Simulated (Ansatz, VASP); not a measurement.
**Al2Cu: VASP beside Ansatz**

INCAR

```
  PREC = Accurate
  ENCUT = 520
  EDIFF = 1E-6
  ISMEAR = 0
  SIGMA = 0.15
  LREAL = F
  LASPH = T
  NELM = 100
  ALGO = Fast
  ISIF = 2
  LWAVE = F
  LCHARG = F
  GGA = PE
  NBANDS = 16
```

Contents of KPOINTS:

```
regular mesh
0
Gamma
  14 14 14
```

POSCAR

```
Al2Cu
1.0
   -2.0786430802      2.0786430802      3.0264298293
    2.0786430802     -2.0786430802      3.0264298293
    1.9150750417      1.9150750417     -3.0264298293
Al Cu
2 1
Direct
    0.7500000000      0.2500000000      0.5000000000
    0.2500000000      0.7500000000      0.5000000000
    0.5000000000      0.5000000000      0.0000000000
```

Input for Ansatz:

```yaml
crystal:
  lattice:
    - [-2.0786430802, 2.0786430802, 3.0264298293]
    - [2.0786430802, -2.0786430802, 3.0264298293]
    - [1.9150750417, 1.9150750417, -3.0264298293]
  atoms:
    - { symbol: Al, position: [0.75, 0.25, 0.5] }
    - { symbol: Al, position: [0.25, 0.75, 0.5] }
    - { symbol: Cu, position: [0.5, 0.5, 0.0] }
basis:
  ecutwfc: 520.0
kpoints:
  mp_grid: { grid: [14, 14, 14] }
hamiltonian:
  xc: pbe
  pseudopotentials: { kind: paw, azcp: { folder: soft_1 } }
scf:
  occupations: { method: gaussian, width: 0.15 }
output:
  forces: true
  stress: true
  eigenvalues: true
```

Change from the starting cell: strain +e along x and -e along y -0.0400, strain +e along z and -e/2 along x and y +0.0467.

Alike in both runs: task single point; functional PBE; k mesh 14 × 14 × 14; occupations gaussian, width 0.15 eV; no spin polarisation.

|  | VASP | Ansatz |
| --- | --- | --- |
| version | VASP 6.6.1 | Ansatz 0.2.0 |
| potentials or method | VASP PAW PBE potentials, release 64 (Al, Cu), cutoff 520 eV | scalar-relativistic, plane waves, PAW |
| valence electrons in the cell | 17 | 25 |

Ansatz gave:

* gap on the k mesh at the Fermi level (eV): none
* pressure (GPa): 1.0
* traceless stress, the component that is largest in VASP (GPa): 4.73

Task: What did VASP give for the same quantities?

Result: gap on the k mesh at the Fermi level (eV): none; pressure (GPa): 1.4; traceless stress, the component that is largest in VASP (GPa): 4.66.

A gap of «none» marks a metal or a gap that the smearing closes. VASP's potentials hold 17 valence electrons a cell and Ansatz's 25, so a difference there can come from the potentials and not from the codes.
